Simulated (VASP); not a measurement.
MnO2, 6 atoms in the cell. The structure is tetragonal, space group P4_2/mnm (No. 136). The conventional cell has a = 4.396 Å, b = 4.396 Å, c = 2.871 Å, α = 90.00°, β = 90.00°, γ = 90.00°. Within 2.5 Å of Mn (site symmetry mmm) lie 6 O at 1.88 to 1.89 Å. O (site symmetry m2m) has 3 Mn at 1.88 to 1.89 Å and 1 O at 2.46 Å within 2.5 Å. 

- Program: VASP 6.6.1
- Task: relaxation of cell and atoms
- Functional: PBE
- Potentials or basis: VASP PAW PBE potentials, release 64 (Mn_pv, O)
- Cutoff: 600 eV
- k mesh: 4 × 4 × 8
- Occupations: gaussian, width 0.1 eV
- Spin: collinear spin, ferromagnetic start
- Starting moments: [2.91, 2.91, 0.0, 0.0, 0.0, 0.0] μB
- Hubbard terms: Mn d U = 3.9 eV
- Dipole correction: no
- Further INCAR settings: ALGO = Normal; EDIFF = 1e-06; IBRION = 2; EDIFFG = -0.05; NSW = 100; ISIF = 3

Potentials or basis: VASP PAW PBE potentials, release 64 (Mn_pv, O).

Run with:

```bash
$ cat potpaw_PBE.64/Mn_pv/POTCAR potpaw_PBE.64/O/POTCAR > POTCAR
$ mpirun -np 1 vasp_std > vasp.out
```

Hardware: 1 thread of Intel(R) Xeon(R) 6975P-C (Granite Rapids), with other jobs on the host.

**Question.** Estimate the wall time of this run.

**Answer.** Wall time 2.3 min on 1 thread of Intel(R) Xeon(R) 6975P-C (Granite Rapids), on a shared host, peak memory 0.26 GiB. Counts: scf iterations 49, k points 30, ion steps 4.
